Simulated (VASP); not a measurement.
Runs of VASP 6.6.1 on Sr. The structure is that of space group I4/mmm (No. 139), or close to it. The cells are those of the table. 

| cell | gap on the mesh (eV) | pressure (GPa) |
| --- | --- | --- |
| a = 4.001 Å, angles 105.4, 118.0, 105.4°, 1 atom | none | 0.9 |
| a = 4.420 Å, angles 113.5, 101.8, 113.5°, 1 atom | none | -2.0 |
| a = 4.308 Å, angles 111.5, 105.5, 111.5°, 1 atom | none | -1.6 |
| a = 4.049 Å, angles 106.4, 115.8, 106.4°, 1 atom | none | (b) |
| a = 4.098 Å, angles 107.4, 113.6, 107.4°, 1 atom | none | -0.3 |
| a = 4.363 Å, angles 112.5, 103.6, 112.5°, 1 atom | none | (a) |
| a = 4.392 Å, angles 113.0, 102.7, 113.0°, 1 atom | none | -1.9 |

Alike in all rows: task single point; level PBEsol; potentials or basis VASP PAW PBE potentials, release 64 (Sr_sv); no spin polarisation; k mesh 14 × 14 × 14; cutoff (eV) 520; smearing gaussian 0.15 eV.

Problem. Fill in the values left out.

Solution. (a) -1.8; (b) 0.2.

Caveats: the PAW data sets were made with another functional, which shifts forces and pressure a little.

A k mesh can miss the band edges, and the runs leave out spin-orbit coupling on Sr.

A gap of «none» marks levels without a gap at the run's occupations.
